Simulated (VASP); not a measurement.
Wanted: the native input for a VASP 6.6.1 run.

| Item | Value |
| --- | --- |
| Task | single point |
| Functional | PBEsol |
| Potentials or basis | VASP PAW PBE potentials, release 64 (Hf_pv) |
| Cutoff | 520 eV |
| k mesh | 18 × 18 × 18 |
| Occupations | gaussian, width 0.15 eV |
| Spin | no spin polarisation |
| Dipole correction | no |
| Further INCAR settings | ALGO = Fast; EDIFF = 1e-06; NBANDS = 11 |

The structure of Hf lies in POSCAR:

```
Hf
1.0
   -1.8320750000      1.8320750000      1.8320750000
    1.8320750000     -1.8320750000      1.8320750000
    1.8320750000      1.8320750000     -1.8320750000
Hf
1
Direct
    0.0000000000      0.0000000000      0.0000000000
```

This cell differs from its parent crystal: strain +0.015 along x and y, +0.015 along z.

These files were run (other wordings do the same):

INCAR

```
PREC = Accurate
ENCUT = 520
EDIFF = 1E-6
ISMEAR = 0
SIGMA = 0.15
LREAL = F
LASPH = T
NELM = 80
ALGO = Fast
ISIF = 2
LWAVE = F
LCHARG = F
GGA = PS
NBANDS = 11
```

KPOINTS

```
Automatic mesh
0
Gamma
  18 18 18
```

Potentials or basis: VASP PAW PBE potentials, release 64 (Hf_pv).

Command:

```bash
$ cat potpaw_PBE.64/Hf_pv/POTCAR > POTCAR
$ mpirun -np 1 vasp_std > vasp.out
```

It gave:

```json
{
  "Pressure": "-12.3 GPa",
  "Band gap on the k mesh": "zero (band 5 reaches 5.23 eV, above the bottom of band 6 at 3.13 eV)"
}
```

Caveat: the cell differs from its parent crystal (strain +0.015 along x and y, +0.015 along z); the PAW data sets were made with another functional, which shifts forces and pressure a little; spin-orbit coupling is left out, which moves the levels of the heavy elements.

Wall time 29 s on 1 thread of AMD EPYC 9R45 96-Core Processor (Zen 5), on a shared host, peak memory 0.15 GiB.
